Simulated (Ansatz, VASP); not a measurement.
Two plane-wave programs on BN

Contents of POSCAR:

```
BN
1.0
    2.5439665232      0.0000000000      0.0190797489
   -1.2719832616      2.2031396355     -0.0095398745
    0.0315580870      0.0000000000      4.2077449317
B N
2 2
Direct
    0.6666666667      0.3333333333      0.9997995909
    0.3333333333      0.6666666667      0.4997995909
    0.6666666667      0.3333333333      0.6252004091
    0.3333333333      0.6666666667      0.1252004091
```

The input INCAR.step1:

```
SYSTEM = BN
PREC     = Accurate       ! precision mode
ENCUT    = 520            ! plane-wave cutoff, eV
ISMEAR   = 0              ! smearing method
SIGMA    = 0.05           ! smearing width, eV
LREAL    = .False.        ! projectors in reciprocal space
LASPH    = .True.         ! aspherical terms in the spheres
NELM     = 100            ! most SCF steps
NBANDS   = 16             ! bands
GGA      = PE             ! functional
ALGO     = Normal         ! electronic algorithm
EDIFF    = 1E-4           ! SCF threshold, eV
LWAVE    = .True.         ! write WAVECAR
LCHARG   = .False.        ! write CHGCAR
```

INCAR.step2

```
SYSTEM = BN
PREC     = Accurate       ! precision mode
ENCUT    = 520            ! plane-wave cutoff, eV
EDIFF    = 1E-6           ! SCF threshold, eV
ISMEAR   = 0              ! smearing method
SIGMA    = 0.05           ! smearing width, eV
LREAL    = .False.        ! projectors in reciprocal space
LASPH    = .True.         ! aspherical terms in the spheres
NELM     = 100            ! most SCF steps
ALGO     = Normal         ! electronic algorithm
ISIF     = 2              ! what is computed and relaxed
LWAVE    = .False.        ! write WAVECAR
LCHARG   = .False.        ! write CHGCAR
METAGGA  = R2SCAN         ! meta-GGA
LMIXTAU  = .True.       
NBANDS   = 16             ! bands
ISTART   = 1
```

File KPOINTS:

```
regular mesh
0
Gamma
  12 12 6
  0 0 0
```

Input for Ansatz:

```yaml
crystal:
  lattice:
    - [2.5439665232, 0.0, 0.0190797489]
    - [-1.2719832616, 2.2031396355, -0.0095398745]
    - [0.031558087, 0.0, 4.2077449317]
  atoms:
    - { symbol: B, position: [0.6666666667, 0.3333333333, 0.9997995909] }
    - { symbol: B, position: [0.3333333333, 0.6666666667, 0.4997995909] }
    - { symbol: "N", position: [0.6666666667, 0.3333333333, 0.6252004091] }
    - { symbol: "N", position: [0.3333333333, 0.6666666667, 0.1252004091] }
basis:
  ecutwfc: 500
kpoints:
  mp_grid: { grid: [12, 12, 6] }
hamiltonian:
  xc: r2scan
scf:
  occupations: { method: gaussian, width: 0.05 }
output:
  forces: true
  stress: true
  eigenvalues: true
```

Change from the starting cell: strain +0.0150 x Voigt [0, 0, 0, 0, 1, 0], atoms carried along.

Alike in both runs: task single point; functional r2SCAN; k mesh 12 × 12 × 6; occupations gaussian, width 0.05 eV; no spin polarisation.

```csv
,VASP,Ansatz
version,VASP 6.6.1,Ansatz 0.2.0
potentials or method,"VASP PAW PBE potentials, release 64 (B, N), cutoff 520 eV","scalar-relativistic, plane waves, PAW"
valence electrons in the cell,16,16
```

```tsv
	VASP	Ansatz	Ansatz less VASP
gap on the k mesh at the Fermi level (eV)	5.71	5.74	+0.034
least direct gap on the mesh (eV)	8.97	9.00	+0.028
pressure (GPa)	1.2	0.0	-1.11
traceless stress, the component that is largest in VASP (GPa)	-5.29	-5.29	+0.004
rms of the force components (eV/Å)	0.019	0.018	-0.0013
```

VASP's potentials were made for PBE, not for r2SCAN. Atom by atom the forces differ by 0.002 eV/Å (rms over components). The functional is the same, so the differences come from potentials, cutoffs and numerics.
